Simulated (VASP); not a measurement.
# KMgF3 (P4/mmm) in VASP: notebook

The runs below take KMgF3 through single point, with PBEsol.

Program: VASP 6.6.1. These are calculated values, not measurements. Logs are shortened: lines on timing, memory, paths and dates and some standing lists are left out, and cuts for length are marked.

## 1. The cell of the first run

Symmetry: P4/mmm, No. 123, tetragonal system. Conventional cell: a = 3.652 Å, b = 3.652 Å, c = 4.748 Å, α = 90.00°, β = 90.00°, γ = 90.00°. Within 3.7 Å of K (site symmetry 4/mmm) lie 12 F at 2.58 to 2.99 Å and 8 Mg at 3.51 Å and 4 K at 3.65 Å. Mg (site symmetry 4/mmm) has 6 F at 1.83 to 2.37 Å within 2.4 Å. Within 2.4 Å of F (site symmetry mmm) lie 2 Mg at 1.83 Å. F (site symmetry 4/mmm) has 2 Mg at 2.37 Å and 4 K at 2.58 Å and 8 F at 2.99 Å within 3.1 Å.

## 2. Single point, PBEsol

INCAR reads:

```
SYSTEM = KMgF3
PREC = Accurate ; ENCUT = 520
EDIFF = 1E-6 ; ISMEAR = 0
SIGMA = 0.05 ; LREAL = .FALSE.
LASPH = .TRUE. ; NELM = 100
ALGO = Normal ; ISIF = 2
LWAVE = .FALSE. ; LCHARG = .TRUE.
GGA = PS ; LELF = .TRUE.
LVHAR = .TRUE. ; NBANDS = 24
```

KPOINTS reads:

```
Automatic mesh
0
G
  6 6 6
  0 0 0
```

POSCAR reads:

```
KMgF3
1.0
    3.6521220377      0.0000000000      0.0000000000
    0.0000000000      3.6521220377      0.0000000000
    0.0000000000      0.0000000000      4.7477586490
K Mg F
1 1 3
Direct
    0.5000000000      0.5000000000      0.5000000000
    0.0000000000      0.0000000000      0.0000000000
    0.5000000000      0.0000000000      0.0000000000
    0.0000000000      0.5000000000      0.0000000000
    0.0000000000      0.0000000000      0.5000000000
```

Potentials or basis: VASP PAW PBE potentials, release 64 (K_sv, Mg, F).

Run with:

```console
$ cat potpaw_PBE.64/K_sv/POTCAR potpaw_PBE.64/Mg/POTCAR potpaw_PBE.64/F/POTCAR > POTCAR
$ mpirun -np 1 vasp_std > vasp.out
```

OUTCAR:

```text
SYSTEM = KMgF3
   PREC = Accurate
   ENCUT = 520
   EDIFF = 1E-6
   ISMEAR = 0
   LREAL = .FALSE.
   LASPH = .TRUE.
   NELM = 100
   ISIF = 2
   GGA = PS

 ion  position               nearest neighbor table
   1  0.500  0.500  0.500-   5 2.58   5 2.58   5 2.58   5 2.58   2 3.51   2 3.51   2 3.51   2 3.51
                             2 3.51   2 3.51   2 3.51   2 3.51
   2  0.000  0.000  0.000-   3 1.83   4 1.83   4 1.83   3 1.83   5 2.37   5 2.37   1 3.51   1 3.51
                             1 3.51   1 3.51   1 3.51   1 3.51   1 3.51   1 3.51
   3  0.500  0.000  0.000-   2 1.83   2 1.83
   4  0.000  0.500  0.000-   2 1.83   2 1.83
   5  0.000  0.000  0.500-   2 2.37   2 2.37   1 2.58   1 2.58   1 2.58   1 2.58

  LATTYP: Found a simple tetragonal cell.
 ALAT       =     3.6521220377
 C/A-ratio  =     1.3000000000

  Lattice vectors:

 A1 = (   3.6521220377,   0.0000000000,   0.0000000000)
 A2 = (   0.0000000000,   3.6521220377,   0.0000000000)
 A3 = (   0.0000000000,   0.0000000000,   4.7477586490)

Analysis of symmetry for initial positions (statically):
=====================================================================
 Subroutine PRICEL returns:
 Original cell was already a primitive cell.

 Routine SETGRP: Setting up the symmetry group for a
 simple tetragonal supercell.

 Subroutine GETGRP returns: Found 16 space group operations
 (whereof 16 operations were pure point group operations)
 out of a pool of 16 trial point group operations.

The static configuration has the point symmetry D_4h.

Analysis of symmetry for dynamics (positions and initial velocities):
=====================================================================
 Subroutine PRICEL returns:
 Original cell was already a primitive cell.

 Routine SETGRP: Setting up the symmetry group for a
 simple tetragonal supercell.

 Subroutine GETGRP returns: Found 16 space group operations
 (whereof 16 operations were pure point group operations)
 out of a pool of 16 trial point group operations.

The dynamic configuration has the point symmetry D_4h.

 Subroutine INISYM returns: Found 16 space group operations
 (whereof 16 operations are pure point group operations),
 and found     1 'primitive' translations

----------------------------------------------------------------------------------------

[... 90 lines left out ...]
   ISTART =      0    job   : 0-new  1-cont  2-samecut
   ICHARG =      2    charge: 1-file 2-atom 10-const
   ISPIN  =      1    spin polarized calculation?
   LNONCOLLINEAR =      F non collinear calculations
   LSORBIT =      F    spin-orbit coupling
   LASPH  =      T    aspherical Exc in radial PAW
   ENCUT  =  520.0 eV  38.22 Ry    6.18 a.u.   6.79  6.79  8.83*2*pi/ulx,y,z
   NELM   =    100;   NELMIN=  2; NELMDL= -5     # of ELM steps
   EDIFF  = 0.1E-05   stopping-criterion for ELM
   LREAL  =      F    real-space projection
[... 7 lines left out ...]
   TEBEG  =    0.0;   TEEND  =   0.0 temperature during run
   PSTRESS=    0.0 pullay stress
   NELECT =      32.0000    total number of electrons
   NUPDOWN=      -1.0000    fix difference up-down
   EMIN   =  10.00;   EMAX   =-10.00  energy-range for DOS
   EFERMI =   0.00;   METHOD = LEGACY
   ISMEAR =     0;   SIGMA  =   0.05  broadening in eV -4-tet -1-fermi 0-gaus
   EFERMI_NEDOS =   21; number of points for ismear=-14 and -15
   IALGO  =     38    algorithm
   IMIX   =      4    mixing-type and parameters
     AMIX     =   0.40;   BMIX     =  1.00
     AMIX_MAG =   1.60;   BMIX_MAG =  1.00
  volume/ion in A,a.u.               =      12.67        85.47
  Fermi-wavevector in a.u.,A,eV,Ry     =   1.303962  2.464132 23.134232  1.700318
  Thomas-Fermi vector in A             =   2.434930
   LORBIT       =      0    0 simple, 1 ext, 2 COOP (PROOUT), +10 PAW based schemes
   GGA     = PS    functional components
   LHFCALC =     F    Hartree Fock is set to
   AEXX    =    0.0000 exact exchange contribution
   IVDW    =     0    specifies the selected vdW correction
   LEPSILON=     F    determine dielectric tensor
   LRPA    =     F    only Hartree local field effects (RPA)
 non-spin polarized calculation
 Gauss-broadening in eV      SIGMA  =   0.05
  energy-cutoff  :      520.00
  volume of cell :       63.33
 maximum number of plane-waves:      1728
 NGX is ok and might be reduce to    28

 number of electron      31.9999978 magnetization

 Free energy of the ion-electron system (eV)
  ---------------------------------------------------
  ext. energy  EPLUGINS =         0.00000000
  ---------------------------------------------------
  free energy    TOTEN  =       -24.46515485 eV

  energy without entropy =      -24.46515485  energy(sigma->0) =      -24.46515485

 E-fermi :  -1.2442     XC(G=0):  -9.8943

 val. band max:       -1.4598979065   @ k =   0.5000   0.5000   0.5000
 cond. band min:       5.2626076331   @ k =   0.0000   0.0000   0.0000
 fundamental gap:      6.7225055396
 Fermi energy:        -1.2441812634

 k-point     1 :       0.0000    0.0000    0.0000
  band No.  band energies     occupation
      1     -27.1609      2.00000
      2     -22.2107      2.00000
      3     -21.3431      2.00000
      4     -20.5489      2.00000
      5     -10.8562      2.00000
      6     -10.6141      2.00000
[... 637 lines left out ...]
     23      12.1676      0.00000
     24      14.0034      0.00000

 [... further k-points ...]

------------------------ aborting loop because EDIFF is reached ----------------------------------------

  FORCE on cell =-STRESS in cart. coord.  units (eV):
  Direction    XX          YY          ZZ          XY          YZ          ZX
  --------------------------------------------------------------------------------------
  -------------------------------------------------------------------------------------
  Total        6.1548850      6.1548850     -2.9100123      0.0000000      0.0000000      0.0000000
  in kB      155.7224853    155.7224853    -73.6251529      0.0000000      0.0000000      0.0000000
  external PRESSURE =      79.2732726 kB  Pullay stress =       0.0000000 kB

 VOLUME and BASIS-vectors are now :
 -----------------------------------------------------------------------------
  energy-cutoff  :      520.00
  volume of cell :       63.33
      direct lattice vectors                 reciprocal lattice vectors
     3.652122038  0.000000000  0.000000000     0.273813413  0.000000000  0.000000000
     0.000000000  3.652122038  0.000000000     0.000000000  0.273813413  0.000000000
     0.000000000  0.000000000  4.747758649     0.000000000  0.000000000  0.210625702

 POSITION                                       TOTAL-FORCE (eV/Angst)
 -----------------------------------------------------------------------------------
      1.82606      1.82606      2.37388         0.000000      0.000000      0.000000
      0.00000      0.00000      0.00000         0.000000      0.000000      0.000000
      1.82606      0.00000      0.00000         0.000000      0.000000      0.000000
      0.00000      1.82606      0.00000         0.000000      0.000000      0.000000
      0.00000      0.00000      2.37388         0.000000      0.000000      0.000000
 -----------------------------------------------------------------------------------
    total drift:                                0.000000      0.000000     -0.000000

  FREE ENERGIE OF THE ION-ELECTRON SYSTEM (eV)
  ---------------------------------------------------
  free  energy   TOTEN  =       -24.4651548545 eV

  energy  without entropy=      -24.4651548545  energy(sigma->0) =      -24.46515485
```

OSZICAR:

```text
N       E                     dE             d eps       ncg     rms          rms(c)
DAV:   1     0.220548533733E+03    0.22055E+03   -0.17476E+04  1968   0.128E+03
DAV:   2    -0.151909420190E+02   -0.23574E+03   -0.22711E+03  2464   0.342E+02
DAV:   3    -0.260957088634E+02   -0.10905E+02   -0.10850E+02  2792   0.687E+01
DAV:   4    -0.265621728218E+02   -0.46646E+00   -0.46642E+00  2528   0.848E+00
DAV:   5    -0.265646724733E+02   -0.24997E-02   -0.24996E-02  2560   0.716E-01    0.875E+00
DAV:   6    -0.244986776448E+02    0.20660E+01   -0.64122E+00  2216   0.185E+01    0.466E+00
DAV:   7    -0.244728251708E+02    0.25852E-01   -0.20707E-01  2328   0.292E+00    0.266E+00
DAV:   8    -0.244637800020E+02    0.90452E-02   -0.52293E-02  2368   0.215E+00    0.340E-01
DAV:   9    -0.244648381496E+02   -0.10581E-02   -0.86921E-03  2600   0.644E-01    0.139E-01
DAV:  10    -0.244650258123E+02   -0.18766E-03   -0.79936E-04  2440   0.173E-01    0.112E-01
DAV:  11    -0.244651537378E+02   -0.12793E-03   -0.11384E-04  2440   0.738E-02    0.442E-02
DAV:  12    -0.244651535874E+02    0.15041E-06   -0.54389E-05  2360   0.578E-02    0.673E-03
DAV:  13    -0.244651550439E+02   -0.14565E-05   -0.34752E-06  2184   0.131E-02    0.298E-03
DAV:  14    -0.244651548545E+02    0.18941E-06   -0.14576E-07  1320   0.319E-03
   1 F= -.24465155E+02 E0= -.24465155E+02  d E =-.539401E-11
```

stdout:

```text
POSCAR found type information on POSCAR K MgF
 POSCAR found :  3 types and       5 ions
 scaLAPACK will be used
 -----------------------------------------------------------------------------
|                                                                             |
|                                                                             |
|     You enforced a specific xc type in the INCAR file but a different       |
|     I HOPE YOU KNOW WHAT YOU ARE DOING!                                     |
|                                                                             |
 -----------------------------------------------------------------------------

 LDA part: xc-table for (Slater+PW92), standard interpolation
 POSCAR, INCAR and KPOINTS ok, starting setup
 FFT: planning ... GRIDC
 FFT: planning ... GRID_SOFT
 FFT: planning ... GRID
 WAVECAR not read
 entering main loop
```

It took 98 s on 1 thread of Intel Xeon 8259CL, shared host; peak memory 0.21 GiB.

What came out:

| Quantity | Value |
| --- | --- |
| Free energy | -24.4652 eV |
| Pressure | 7.9 GPa |
| Band gap on the k mesh | 6.72 eV (least direct gap 7.07 eV) |

Caveat: the stress differs along the axes, from -7 to 16 GPa; the PAW data sets were made with another functional, which shifts forces and pressure a little. A k mesh can miss the band edges.

## 3. Single point, PBEsol

This run uses another cell than the first one, of the same volume but with other edges.

INCAR reads:

```
SYSTEM = KMgF3
ALGO = Normal
EDIFF = 1E-6
ENCUT = 520
GGA = PS
ISIF = 2
ISMEAR = 0
LASPH = .True.
LCHARG = .False.
LREAL = .False.
LWAVE = .False.
NBANDS = 24
NELM = 80
PREC = Accurate
SIGMA = 0.05
```

KPOINTS reads:

```
k-points
0
Gamma
  6 6 6
  0 0 0
```

POSCAR: that of step 2 with these lines changed.

```diff
@@ -2,5 +2,5 @@
 1.0
-    3.6521220377      0.0000000000      0.0000000000
-    0.0000000000      3.6521220377      0.0000000000
-    0.0000000000      0.0000000000      4.7477586490
+    4.0982375003      0.0000000000      0.0000000000
+    0.0000000000      4.0982375003      0.0000000000
+    0.0000000000      0.0000000000      3.7703785003
 K Mg F
```

Potentials or basis: VASP PAW PBE potentials, release 64 (K_sv, Mg, F).

Run with:

```console
$ cat potpaw_PBE.64/K_sv/POTCAR potpaw_PBE.64/Mg/POTCAR potpaw_PBE.64/F/POTCAR > POTCAR
$ mpirun -np 1 vasp_std > vasp.out
```

Wall time 88 s (1 thread of Intel Xeon 8259CL, shared host); peak memory 0.2 GiB.

Results (log left out):

| Property | Result |
| --- | --- |
| Free energy | -25.1622 eV |
| Pressure | 0.8 GPa |
| Band gap on the k mesh | 7.09 eV (least direct gap 7.41 eV) |

Stress tensor (GPa, compression positive):
```
-2.44  0.00  0.00
 0.00 -2.44  0.00
 0.00  0.00  7.21
```

Levels at points of the mesh, in eV from the valence-band top:
| k point | band 13 | band 14 | band 15 | band 16 | band 17 | band 18 | band 19 | band 20 |
| --- | --- | --- | --- | --- | --- | --- | --- | --- |
| (0.00, 0.00, 0.00) | -0.51 | -0.32 | -0.32 | -0.32 | 7.09 | 9.75 | 10.13 | 11.71 |
| (0.50, 0.00, 0.00) | -0.78 | -0.70 | -0.54 | -0.52 | 9.81 | 10.19 | 10.80 | 12.37 |
| (0.50, 0.50, 0.00) | -1.04 | -0.87 | -0.87 | -0.09 | 10.71 | 11.24 | 12.20 | 12.20 |
| (0.00, 0.00, 0.50) | -1.21 | -0.88 | -0.54 | -0.54 | 10.19 | 10.37 | 11.42 | 12.59 |
| (0.50, 0.00, 0.50) | -1.02 | -0.80 | -0.79 | -0.04 | 10.77 | 11.74 | 12.41 | 12.52 |
| (0.50, 0.50, 0.50) | -1.02 | -0.05 | 0.00 | 0.00 | 10.24 | 10.24 | 10.30 | 13.39 |

Caveat: the stress differs along the axes, from -2 to 7 GPa; the PAW data sets were made with another functional, which shifts forces and pressure a little. A k mesh can miss the band edges.

## 4. Single point, PBEsol

This run uses another cell than the first one, of the same volume but with other edges.

INCAR reads:

```
SYSTEM = KMgF3
ALGO = Normal
EDIFF = 1E-6
ENCUT = 520
GGA = PS
ISIF = 2
ISMEAR = 0
LASPH = .TRUE.
LCHARG = .FALSE.
LREAL = .FALSE.
LWAVE = .FALSE.
NBANDS = 24
NELM = 80
PREC = Accurate
SIGMA = 0.05
```

KPOINTS reads:

```
k-points
0
G
  6 6 6
  0 0 0
```

POSCAR: that of step 3 with these lines changed.

```diff
@@ -2,5 +2,5 @@
 1.0
-    4.0982375003      0.0000000000      0.0000000000
-    0.0000000000      4.0982375003      0.0000000000
-    0.0000000000      0.0000000000      3.7703785003
+    3.8612581414      0.0000000000      0.0000000000
+    0.0000000000      3.8612581414      0.0000000000
+    0.0000000000      0.0000000000      4.2473839555
 K Mg F
```

Run with:

```console
$ cat potpaw_PBE.64/K_sv/POTCAR potpaw_PBE.64/Mg/POTCAR potpaw_PBE.64/F/POTCAR > POTCAR
$ mpirun -np 1 vasp_std > vasp.out
```

It took 95 s on 1 thread of Intel Xeon 8259CL, shared host; peak memory 0.21 GiB.

Results (log left out):

```yaml
Free_energy: -25.1517 eV
Pressure: 1.0 GPa
Band_gap_on_the_k_mesh: 7.04 eV (least direct gap 7.40 eV)
```

Stress tensor (GPa, compression positive):
```
 3.84  0.00  0.00
 0.00  3.84  0.00
 0.00  0.00 -4.75
```

Levels at points of the mesh, in eV from the valence-band top:
| k point | band 14 | band 15 | band 16 | band 17 | band 18 | band 19 |
| --- | --- | --- | --- | --- | --- | --- |
| (0.00, 0.00, 0.00) | -0.37 | -0.36 | -0.36 | 7.04 | 9.69 | 10.11 |
| (0.50, 0.00, 0.00) | -0.92 | -0.59 | -0.56 | 10.00 | 10.25 | 11.19 |
| (0.50, 0.50, 0.00) | -0.69 | -0.69 | -0.01 | 10.81 | 11.81 | 12.24 |
| (0.00, 0.00, 0.50) | -0.64 | -0.60 | -0.60 | 9.66 | 10.08 | 10.51 |
| (0.50, 0.00, 0.50) | -1.11 | -0.89 | -0.16 | 10.64 | 11.38 | 12.09 |
| (0.50, 0.50, 0.50) | -0.09 | -0.09 | 0.00 | 10.20 | 10.20 | 10.22 |

Caveat: the stress differs along the axes, from -5 to 4 GPa; the PAW data sets were made with another functional, which shifts forces and pressure a little. A k mesh can miss the band edges.

[end of part 1 of 2]
